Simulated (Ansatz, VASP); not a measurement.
**Two plane-wave programs on TiAl**

```
CELL_PARAMETERS angstrom
2.86726 0.00000 0.00000
-1.43363 2.52037 0.00000
0.00000 0.00000 4.67808
ATOMIC_POSITIONS crystal
Ti 0.00000 0.00000 0.00000
Al 0.33333 0.66667 0.50000
```

Change from the starting cell: strain +0.0150 x Voigt [0, 1, 0, 0, 0, 0], atoms carried along.

Alike in both runs: task single point; functional r2SCAN; k mesh 18 × 18 × 10; occupations gaussian, width 0.15 eV; no spin polarisation.

```csv
,VASP,Ansatz
version,VASP 6.6.1,Ansatz 0.2.0
potentials or method,"VASP PAW PBE potentials, release 64 (Ti_sv, Al), cutoff 520 eV","scalar-relativistic, plane waves, PAW"
valence electrons in the cell,15,15
```

|  | VASP | Ansatz | Ansatz less VASP |
| --- | --- | --- | --- |
| gap on the k mesh at the Fermi level (eV) | none | none | - |
| pressure (GPa) | -2.5 | -2.6 | -0.08 |
| traceless stress, the component that is largest in VASP (GPa) | 1.04 | 1.04 | -0.002 |
| rms of the force components (eV/Å) | 0.028 | 0.028 | -0.0002 |

VASP's potentials were made for PBE, not for r2SCAN. Atom by atom the forces differ by 0.000 eV/Å (rms over components). A gap of «none» marks a metal or a gap that the smearing closes. The functional is the same, so the differences come from potentials, cutoffs and numerics.
